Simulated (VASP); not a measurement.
# Ge (P6_3/mmc) in VASP: notebook

Ge is run at these levels: PBE, PBE0; tasks: single point.

Program: VASP 6.6.1. These are calculated values, not measurements. Logs are shortened: lines on timing, memory, paths and dates and some standing lists are left out, and cuts for length are marked.

### Step 1. The cell of the first run

The structure is hexagonal, space group P6_3/mmc (No. 194). Conventional cell: a = 4.058 Å, b = 4.058 Å, c = 6.693 Å, α = 90.00°, β = 90.00°, γ = 120.00°. Ge (site symmetry 3m) has 4 Ge at 2.49 to 2.51 Å within 3.3 Å.

This isn't the form of Ge at room conditions, which is diamond.

### Step 2. Single point, PBE

INCAR reads:

```
PREC = Accurate
ENCUT = 520
EDIFF = 1E-7
ISMEAR = -1
SIGMA = 0.02
LREAL = False
LASPH = True
NELM = 60
ALGO = Normal
ISIF = 2
LWAVE = False
LCHARG = False
GGA = PE
NBANDS = 36
```

KPOINTS reads:

```
regular mesh
0
Gamma
  12 12 4
```

POSCAR reads:

```
Ge
1.0
    4.0584087531      0.0000000000      0.0000000000
   -2.0292043765      3.5146850791      0.0000000000
    0.0000000000      0.0000000000      6.6929896224
Ge
4
Direct
    0.3333333333      0.6666666667      0.0003197446
    0.6666666667      0.3333333333      0.5003197446
    0.3333333333      0.6666666667      0.3746802554
    0.6666666667      0.3333333333      0.8746802554
```

Potentials or basis: VASP PAW PBE potentials, release 64 (Ge_d).

Run with:

```bash
> cat potpaw_PBE.64/Ge_d/POTCAR > POTCAR
> mpirun -np 1 vasp_std > vasp.out
```

OUTCAR:

```text
PREC = Accurate
   ENCUT = 520
   EDIFF = 1E-7
   ISMEAR = -1
   LREAL = False
   LASPH = True
   NELM = 60
   ISIF = 2
   GGA = PE

 ion  position               nearest neighbor table
   1  0.333  0.667  0.000-   4 2.49   4 2.49   4 2.49   3 2.51
   2  0.667  0.333  0.500-   3 2.49   3 2.49   3 2.49   4 2.51
   3  0.333  0.667  0.375-   2 2.49   2 2.49   2 2.49   1 2.51
   4  0.667  0.333  0.875-   1 2.49   1 2.49   1 2.49   2 2.51

  LATTYP: Found a hexagonal cell.
 ALAT       =     4.0584087531
 C/A-ratio  =     1.6491659736

  Lattice vectors:

 A1 = (   4.0584087531,   0.0000000000,   0.0000000000)
 A2 = (  -2.0292043765,   3.5146850791,   0.0000000000)
 A3 = (   0.0000000000,   0.0000000000,   6.6929896224)

Analysis of symmetry for initial positions (statically):
=====================================================================
 Subroutine PRICEL returns:
 Original cell was already a primitive cell.

 Routine SETGRP: Setting up the symmetry group for a
 hexagonal supercell.

 Subroutine GETGRP returns: Found 24 space group operations
 (whereof  6 operations were pure point group operations)
 out of a pool of 24 trial point group operations.

The static configuration has the point symmetry C_3v.
 The point group associated with its full space group is D_6h.

Analysis of symmetry for dynamics (positions and initial velocities):
=====================================================================
 Subroutine PRICEL returns:
 Original cell was already a primitive cell.

 Routine SETGRP: Setting up the symmetry group for a
 hexagonal supercell.

 Subroutine GETGRP returns: Found 24 space group operations
 (whereof  6 operations were pure point group operations)
 out of a pool of 24 trial point group operations.

The dynamic configuration has the point symmetry C_3v.
 The point group associated with its full space group is D_6h.

 Subroutine INISYM returns: Found 24 space group operations
 (whereof  6 operations are pure point group operations),
 and found     1 'primitive' translations

----------------------------------------------------------------------------------------

                                     Primitive cell

  volume of cell :      95.4690

  direct lattice vectors                    reciprocal lattice vectors
[... 88 lines left out ...]
   LASPH  =      T    aspherical Exc in radial PAW
   ENCUT  =  520.0 eV  38.22 Ry    6.18 a.u.   7.55  7.55 12.44*2*pi/ulx,y,z
   NELM   =     60;   NELMIN=  2; NELMDL= -5     # of ELM steps
   EDIFF  = 0.1E-06   stopping-criterion for ELM
   LREAL  =      F    real-space projection
   EDIFFG = 0.1E-05   stopping-criterion for IOM
   NSW    =      0    number of steps for IOM
   IBRION =     -1    ionic relax: 0-MD 1-quasi-New 2-CG
   NFREE  =      0    steps in history (QN), initial steepest desc. (CG)
   ISIF   =      2    stress and relaxation
   ISYM   =      2    0-nonsym 1-usesym 2-fastsym
   POTIM  = 0.5000    time-step for ionic-motion
   TEBEG  =    0.0;   TEEND  =   0.0 temperature during run
   PSTRESS=    0.0 pullay stress
   NELECT =      56.0000    total number of electrons
   NUPDOWN=      -1.0000    fix difference up-down
   EMIN   =  10.00;   EMAX   =-10.00  energy-range for DOS
   EFERMI =   0.00;   METHOD = LEGACY
   ISMEAR =    -1;   SIGMA  =   0.02  broadening in eV -4-tet -1-fermi 0-gaus
   EFERMI_NEDOS =   21; number of points for ismear=-14 and -15
   IALGO  =     38    algorithm
   IMIX   =      4    mixing-type and parameters
     AMIX     =   0.40;   BMIX     =  1.00
     AMIX_MAG =   1.60;   BMIX_MAG =  1.00
  volume/ion in A,a.u.               =      23.87       161.06
  Fermi-wavevector in a.u.,A,eV,Ry     =   1.370409  2.589697 25.552007  1.878020
  Thomas-Fermi vector in A             =   2.496197
   LORBIT       =      0    0 simple, 1 ext, 2 COOP (PROOUT), +10 PAW based schemes
   GGA     = PE    functional components
   LHFCALC =     F    Hartree Fock is set to
   AEXX    =    0.0000 exact exchange contribution
   IVDW    =     0    specifies the selected vdW correction
   LEPSILON=     F    determine dielectric tensor
   LRPA    =     F    only Hartree local field effects (RPA)
 non-spin polarized calculation
  energy-cutoff  :      520.00
  volume of cell :       95.47
 maximum number of plane-waves:      2593
   NGX = 15   NGY = 15   NGZ = 25

 number of electron      55.9999974 magnetization

 Free energy of the ion-electron system (eV)
  ---------------------------------------------------
  ext. energy  EPLUGINS =         0.00000000
  ---------------------------------------------------
  free energy    TOTEN  =       -18.00361153 eV

  energy without entropy =      -18.00334813  energy(sigma->0) =      -18.00347983

 E-fermi :   4.5313     XC(G=0):  -9.6717

 val. band max:        4.4943926255   @ k =   0.0833  -0.0000   0.0000
 cond. band min:       4.5389262452   @ k =   0.0000   0.0000   0.2500
 fundamental gap:      0.0445336197
 Fermi energy:         4.5313354678

 k-point     1 :       0.0000    0.0000    0.0000
  band No.  band energies     occupation
      1     -20.2900      2.00000
      2     -20.2900      2.00000
      3     -20.2564      2.00000
      4     -20.2563      2.00000
      5     -20.2563      2.00000
      6     -20.2440      2.00000
[... 925 lines left out ...]
     35      11.5291      0.00000
     36      11.5856      0.00000

 [... further k-points ...]

------------------------ aborting loop because EDIFF is reached ----------------------------------------

  FORCE on cell =-STRESS in cart. coord.  units (eV):
  Direction    XX          YY          ZZ          XY          YZ          ZX
  --------------------------------------------------------------------------------------
  -------------------------------------------------------------------------------------
  Total       -0.0275233     -0.0275233     -0.0377750     -0.0000000     -0.0000000      0.0000000
  in kB       -0.4619015     -0.4619015     -0.6339460     -0.0000000     -0.0000000      0.0000000
  external PRESSURE =      -0.5192497 kB  Pullay stress =       0.0000000 kB

 VOLUME and BASIS-vectors are now :
 -----------------------------------------------------------------------------
  energy-cutoff  :      520.00
  volume of cell :       95.47
      direct lattice vectors                 reciprocal lattice vectors
     4.058408753  0.000000000  0.000000000     0.246401992  0.142260256  0.000000000
    -2.029204377  3.514685079  0.000000000     0.000000000  0.284520513  0.000000000
     0.000000000  0.000000000  6.692989622     0.000000000  0.000000000  0.149410063

 POSITION                                       TOTAL-FORCE (eV/Angst)
 -----------------------------------------------------------------------------------
     -0.00000      2.34312      0.00214        -0.000000     -0.000000      0.003216
      2.02920      1.17156      3.34863         0.000000      0.000000      0.003216
     -0.00000      2.34312      2.50773        -0.000000      0.000000     -0.003216
      2.02920      1.17156      5.85423         0.000000     -0.000000     -0.003216
 -----------------------------------------------------------------------------------
    total drift:                               -0.000000      0.000000      0.000290

  FREE ENERGIE OF THE ION-ELECTRON SYSTEM (eV)
  ---------------------------------------------------
  free  energy   TOTEN  =       -18.0036115252 eV

  energy  without entropy=      -18.0033481298  energy(sigma->0) =      -18.00347983
```

OSZICAR:

```text
N       E                     dE             d eps       ncg     rms          rms(c)
DAV:   1     0.495751549624E+03    0.49575E+03   -0.28318E+04  4792   0.423E+03
DAV:   2     0.677891089381E+02   -0.42796E+03   -0.41720E+03  4104   0.809E+02
DAV:   3    -0.135784932094E+02   -0.81368E+02   -0.80355E+02  4520   0.207E+02
DAV:   4    -0.180580057278E+02   -0.44795E+01   -0.44613E+01  4772   0.563E+01
DAV:   5    -0.181503163902E+02   -0.92311E-01   -0.92284E-01  4664   0.902E+00    0.423E+00
DAV:   6    -0.180531637494E+02    0.97153E-01   -0.60832E-02  4576   0.204E+00    0.250E+00
DAV:   7    -0.179993387935E+02    0.53825E-01   -0.90239E-02  4464   0.217E+00    0.188E-01
DAV:   8    -0.180026823675E+02   -0.33436E-02   -0.12075E-02  4560   0.104E+00    0.854E-02
DAV:   9    -0.180035340400E+02   -0.85167E-03   -0.84353E-04  4532   0.128E-01    0.221E-02
DAV:  10    -0.180036001499E+02   -0.66110E-04   -0.98151E-05  4888   0.866E-02    0.759E-03
DAV:  11    -0.180036106690E+02   -0.10519E-04   -0.23159E-05  4712   0.253E-02    0.306E-03
DAV:  12    -0.180036114305E+02   -0.76156E-06   -0.15489E-06  4536   0.141E-02    0.678E-04
DAV:  13    -0.180036115252E+02   -0.94627E-07   -0.12976E-07  3232   0.220E-03
   1 F= -.18003612E+02 E0= -.18003480E+02  d E =-.263395E-03
```

Run time: 1.8 min. Hardware: 1 thread of Intel Xeon 6975P-C (Granite Rapids), shared host; peak memory 0.28 GiB.

What came out:

- Free energy: -18.0036 eV
- Pressure: -0.1 GPa
- Largest force: 0.003 eV/Å
- Band gap on the k mesh: 0.04 eV (least direct gap 0.23 eV)

Forces in eV/Å, atoms in the order of the input:
```
Ge   0.000  0.000  0.003
Ge   0.000  0.000  0.003
Ge   0.000  0.000 -0.003
Ge   0.000  0.000 -0.003
```

Levels at points of the mesh, in eV from the valence-band top:
```tsv
k point	band 25	band 26	band 27	band 28	band 29	band 30	band 31	band 32
(0.00, 0.00, 0.00)	-1.36	-0.36	-0.15	-0.10	0.15	0.15	2.31	2.31
(0.50, 0.00, 0.00)	-4.30	-2.87	-2.60	-1.33	0.63	1.57	3.62	3.74
(0.00, 0.00, 0.50)	-0.77	-0.77	-0.77	-0.77	0.59	0.59	3.38	3.38
(0.50, 0.00, 0.50)	-2.38	-2.38	-2.24	-2.24	0.56	0.56	2.20	2.20
```

### Step 3. Single point, PBE0

This run uses another cell than the first one, of 22.81 Å³/atom.

POSCAR reads:

```
Ge
1.0
    3.9976142537      0.0000000000      0.0000000000
   -1.9988071268      3.4620354983      0.0000000000
    0.0000000000      0.0000000000      6.5928200248
Ge
4
Direct
    0.3333333333      0.6666666667      0.0003696474
    0.6666666667      0.3333333333      0.5003696474
    0.3333333333      0.6666666667      0.3746303526
    0.6666666667      0.3333333333      0.8746303526
```

INCAR.step1 reads:

```
SYSTEM = Ge
ALGO = Normal
EDIFF = 1E-5
ENCUT = 520
GGA = PE
ISIF = 2
ISMEAR = 0
KPAR = 8
LASPH = .True.
LREAL = .False.
LWAVE = .True.
NBANDS = 36
NELM = 80
PREC = Accurate
SIGMA = 0.01
```

INCAR.step2 reads:

```
SYSTEM = Ge
AEXX = 0.25
ALGO = Normal
EDIFF = 1E-6
ENCUT = 520
GGA = PE
ISIF = 2
ISMEAR = 0
ISTART = 1
KPAR = 8
LASPH = .True.
LCHARG = .True.
LHFCALC = .True.
LREAL = .False.
LVHAR = .True.
LWAVE = .False.
NBANDS = 36
NELM = 80
PREC = Accurate
PRECFOCK = Normal
SIGMA = 0.01
```

KPOINTS reads:

```
k-points
0
Gamma
  6 6 4
  0 0 0
```

Potentials or basis: VASP PAW PBE potentials, release 64 (Ge_d).

Run with:

```bash
> cat potpaw_PBE.64/Ge_d/POTCAR > POTCAR
> cp INCAR.step1 INCAR
> mpirun -np 8 vasp_std > vasp.out
> cp INCAR.step2 INCAR
> mpirun -np 8 vasp_std > vasp.out
```

It took 59 min on 8 MPI ranks of AMD EPYC 9R45 (Zen 5), shared host; peak memory 0.28 GiB.

It converged, with:

* Free energy: -23.2630 eV
* Pressure: 0.1 GPa
* Largest force: 0.007 eV/Å
* Band gap on the k mesh: 1.02 eV

Forces in eV/Å, atoms in the order of the input:
```
Ge   0.000  0.000 -0.007
Ge   0.000  0.000 -0.007
Ge   0.000  0.000  0.007
Ge   0.000  0.000  0.007
```

Stress tensor (GPa, compression positive):
```
0.17 0.00 0.00
0.00 0.17 0.00
0.00 0.00 0.06
```

Levels at points of the mesh, in eV from the valence-band top:
| k point | band 24 | band 25 | band 26 | band 27 | band 28 | band 29 | band 30 | band 31 | band 32 | band 33 |
| --- | --- | --- | --- | --- | --- | --- | --- | --- | --- | --- |
| (0.00, 0.00, 0.00) | -1.77 | -1.77 | -0.27 | 0.00 | 0.00 | 1.02 | 1.31 | 3.43 | 3.43 | 3.99 |
| (0.50, 0.00, 0.00) | -7.55 | -5.22 | -3.54 | -3.20 | -1.73 | 1.57 | 2.89 | 4.72 | 4.96 | 5.73 |
| (0.00, 0.00, 0.50) | -5.35 | -1.07 | -1.07 | -1.07 | -1.07 | 1.86 | 1.86 | 4.62 | 4.62 | 4.62 |
| (0.50, 0.00, 0.50) | -8.83 | -2.89 | -2.89 | -2.80 | -2.80 | 1.59 | 1.59 | 3.23 | 3.23 | 7.59 |

Caveat: the PAW data sets were made with another functional, which shifts forces and pressure a little.
